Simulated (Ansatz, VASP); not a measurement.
GaSb: VASP beside Ansatz

Contents of INCAR:

```
SYSTEM = GaSb
PREC     = Accurate       ! precision mode
ENCUT    = 500            ! plane-wave cutoff, eV
EDIFF    = 1E-6           ! SCF threshold, eV
ISMEAR   = -1             ! smearing method
SIGMA    = 0.08           ! smearing width, eV
LREAL    = .False.        ! projectors in reciprocal space
LASPH    = .True.         ! aspherical terms in the spheres
NELM     = 120            ! most SCF steps
ALGO     = Normal         ! electronic algorithm
ISIF     = 2              ! what is computed and relaxed
LWAVE    = .False.        ! write WAVECAR
LCHARG   = .True.         ! write CHGCAR
GGA      = PE             ! functional
LELF     = .True.         ! ELF
LVHAR    = .True.       
NBANDS   = 16             ! bands
GGA_COMPAT= .False.
```

KPOINTS

```
regular mesh
0
Gamma
  13 13 13
  0 0 0
```

POSCAR

```
GaSb
1.0
    0.0000000000      2.8992984657      2.8992984657
    2.8992984657      0.0000000000      2.8992984657
    2.8992984657      2.8992984657      0.0000000000
Ga Sb
1 1
Direct
    0.0000000000      0.0000000000      0.0000000000
    0.5000000000      0.5000000000      0.5000000000
```

Input for Ansatz:

```yaml
crystal:
  lattice:
    - [0.0, 2.8992984657, 2.8992984657]
    - [2.8992984657, 0.0, 2.8992984657]
    - [2.8992984657, 2.8992984657, 0.0]
  atoms:
    - { symbol: Ga, position: [0.0, 0.0, 0.0] }
    - { symbol: Sb, position: [0.5, 0.5, 0.5] }
kpoints:
  mp_grid: { grid: [13, 13, 13] }
scf:
  occupations: { method: fermi_dirac, width: 0.08 }
hamiltonian:
  xc: pbe
  pseudopotentials: { kind: all_electron, datasets: crystal }
output:
  forces: true
  stress: true
  eigenvalues: true
```

Change from the starting cell: volume scaled by 1, crystal datasets.

Alike in both runs: task single point; functional PBE; k mesh 13 × 13 × 13; occupations fermi-dirac, width 0.08 eV; no spin polarisation.

```csv
,VASP,Ansatz
version,VASP 6.6.1,Ansatz 0.2.0
potentials or method,"VASP PAW PBE potentials, release 64 (Ga_d, Sb), cutoff 500 eV","all-electron PAW with datasets made for the crystal, scalar-relativistic"
```

|  | VASP | Ansatz | Ansatz less VASP |
| --- | --- | --- | --- |
| pressure (GPa) | 0.0 | 0.0 | +0.01 |

Ansatz ran all-electron here, and VASP with PAW potentials.

Neither program's run includes spin-orbit coupling.
